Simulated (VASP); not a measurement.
# CsZn (CsCl type) (Pm-3m) in VASP: notebook, part 2 of 2

VASP 6.6.1. Earlier steps stand in the parts before.

## (3) Single point, PBE (volume scaled by 0.5)

The input, INCAR:

```
PREC     = Accurate       # precision mode
ENCUT    = 520            # plane-wave cutoff, eV
EDIFF    = 1E-6           # SCF threshold, eV
ISMEAR   = -1             # smearing method
SIGMA    = 0.05           # smearing width, eV
LREAL    = False          # projectors in reciprocal space
LASPH    = True           # aspherical terms in the spheres
NELM     = 80             # most SCF steps
ALGO     = Normal         # electronic algorithm
ISIF     = 2              # what is computed and relaxed
LWAVE    = False          # write WAVECAR
LCHARG   = False          # write CHGCAR
GGA      = PE             # functional
NBANDS   = 18             # bands
```

The input, KPOINTS:

```
regular mesh
0
Gamma
  8 8 8
```

The input, POSCAR:

```
CsZn
1.0
    3.6399459845      0.0000000000      0.0000000000
    0.0000000000      3.6399459845      0.0000000000
    0.0000000000      0.0000000000      3.6399459845
Cs Zn
1 1
Direct
    0.0000000000      0.0000000000      0.0000000000
    0.5000000000      0.5000000000      0.5000000000
```

Potentials or basis: VASP PAW PBE potentials, release 64 (Cs_sv, Zn).

Launch:

```
> cat potpaw_PBE.64/Cs_sv/POTCAR potpaw_PBE.64/Zn/POTCAR > POTCAR
> mpirun -np 1 vasp_std > vasp.out
```

Wall time 40 s (1 thread of Intel Xeon 8259CL, shared host); peak memory 0.17 GiB.

It converged, with:

```
Free energy : -0.0877 eV
Pressure    : 17.4 GPa
```

Levels at points of the mesh, in eV from the Fermi level:
| k point | band 6 | band 7 | band 8 | band 9 | band 10 | band 11 | band 12 | band 13 | band 14 | band 15 |
| --- | --- | --- | --- | --- | --- | --- | --- | --- | --- | --- |
| (0.00, 0.00, 0.00) | -7.90 | -7.72 | -7.72 | -7.72 | -5.50 | 1.06 | 1.06 | 5.56 | 5.56 | 5.56 |
| (0.50, 0.00, 0.00) | -7.71 | -7.63 | -7.41 | -7.41 | -1.88 | -1.38 | 2.01 | 2.31 | 2.31 | 6.50 |
| (0.50, 0.50, 0.00) | -7.79 | -7.79 | -7.79 | -7.62 | -4.55 | 2.39 | 2.39 | 2.56 | 5.07 | 5.07 |
| (0.50, 0.50, 0.50) | -7.62 | -7.42 | -7.42 | -7.42 | -1.90 | -1.90 | -1.90 | -1.79 | 10.62 | 10.62 |

Caveat: the cell differs from its parent crystal (volume scaled by 0.5); spin-orbit coupling is left out, which moves the levels of the heavy elements.

## (4) Single point, PBE (volume scaled by 0.7)

The input, INCAR:

```
SYSTEM = CsZn
  PREC = Accurate
  ENCUT = 520
  EDIFF = 1E-7
  ISMEAR = -1
  SIGMA = 0.05
  LREAL = .False.
  LASPH = .True.
  NELM = 80
  ALGO = Normal
  ISIF = 2
  LWAVE = .False.
  LCHARG = .False.
  GGA = PE
  NBANDS = 18
```

The input, KPOINTS:

```
regular mesh
0
Gamma
  8 8 8
  0 0 0
```

The input, POSCAR:

```
CsZn
1.0
    4.0719673226      0.0000000000      0.0000000000
    0.0000000000      4.0719673226      0.0000000000
    0.0000000000      0.0000000000      4.0719673226
Cs Zn
1 1
Direct
    0.0000000000      0.0000000000      0.0000000000
    0.5000000000      0.5000000000      0.5000000000
```

Launch:

```
> cat potpaw_PBE.64/Cs_sv/POTCAR potpaw_PBE.64/Zn/POTCAR > POTCAR
> mpirun -np 1 vasp_std > vasp.out
```

Wall time 63 s (1 thread of Intel Xeon 8259CL, shared host); peak memory 0.19 GiB.

The run converged. Its results:

```
Free energy : -1.2152 eV
Pressure    : 4.3 GPa
```

Levels at points of the mesh, in eV from the Fermi level:
| k point | band 8 | band 9 | band 10 | band 11 | band 12 | band 13 |
| --- | --- | --- | --- | --- | --- | --- |
| (0.00, 0.00, 0.00) | -7.41 | -7.41 | -5.16 | 1.50 | 1.50 | 4.05 |
| (0.50, 0.00, 0.00) | -7.35 | -7.35 | -2.94 | -1.28 | 2.24 | 2.24 |
| (0.50, 0.50, 0.00) | -7.44 | -7.36 | -3.88 | 1.36 | 1.36 | 2.17 |
| (0.50, 0.50, 0.50) | -7.33 | -7.33 | -2.24 | -0.93 | -0.93 | -0.93 |

Caveat: the cell differs from its parent crystal (volume scaled by 0.7); spin-orbit coupling is left out, which moves the levels of the heavy elements.

## (5) Single point, PBE

This run uses another cell than the first one, of 48.23 Å³/atom, 2.000 times its volume.

The input, INCAR:

```
SYSTEM = CsZn
  PREC = Accurate
  ENCUT = 520
  EDIFF = 1E-6
  ISMEAR = -1
  SIGMA = 0.05
  LREAL = .FALSE.
  LASPH = .TRUE.
  NELM = 80
  ALGO = Normal
  ISIF = 2
  LWAVE = .FALSE.
  LCHARG = .FALSE.
  GGA = PE
  NBANDS = 18
```

The input, KPOINTS:

```
Automatic mesh
0
G
  8 8 8
  0 0 0
```

The input, POSCAR:

```
CsZn
1.0
    4.5860445664      0.0000000000      0.0000000000
    0.0000000000      4.5860445664      0.0000000000
    0.0000000000      0.0000000000      4.5860445664
Cs Zn
1 1
Direct
    0.0000000000      0.0000000000      0.0000000000
    0.5000000000      0.5000000000      0.5000000000
```

Launch:

```
> cat potpaw_PBE.64/Cs_sv/POTCAR potpaw_PBE.64/Zn/POTCAR > POTCAR
> mpirun -np 1 vasp_std > vasp.out
```

Run time: 61 s. Hardware: 1 thread of Intel Xeon 8259CL, shared host; peak memory 0.24 GiB.

Results (log left out):

| Item | Value |
| --- | --- |
| Free energy | -1.5023 eV |
| Pressure | 0.0 GPa |

Levels at points of the mesh, in eV from the Fermi level:
| k point | band 8 | band 9 | band 10 | band 11 | band 12 | band 13 |
| --- | --- | --- | --- | --- | --- | --- |
| (0.00, 0.00, 0.00) | -7.37 | -7.37 | -4.67 | 1.64 | 1.64 | 2.90 |
| (0.50, 0.00, 0.00) | -7.36 | -7.36 | -3.47 | -1.11 | 1.98 | 1.98 |
| (0.50, 0.50, 0.00) | -7.38 | -7.35 | -3.56 | 0.68 | 0.68 | 1.72 |
| (0.50, 0.50, 0.50) | -7.35 | -7.35 | -2.71 | -0.35 | -0.35 | -0.35 |

Caveat: spin-orbit coupling is left out, which moves the levels of the heavy elements.

## (6) Overview

```csv
cell,gap on the mesh (eV),pressure (GPa)
"a = 3.640 Å, 2 atoms",none,17.4
"a = 4.072 Å, 2 atoms",none,4.3
"a = 4.586 Å, 2 atoms",none,0.0
```

Alike in all rows: task single point; level PBE; potentials or basis VASP PAW PBE potentials, release 64 (Cs_sv, Zn); no spin polarisation; k mesh 8 × 8 × 8; cutoff (eV) 520; smearing fermi-dirac 0.05 eV.

Caveats: spin-orbit coupling is left out, which moves the levels of the heavy elements.

Total energies depend on the potentials used, so only differences within one code and one set of settings carry meaning.
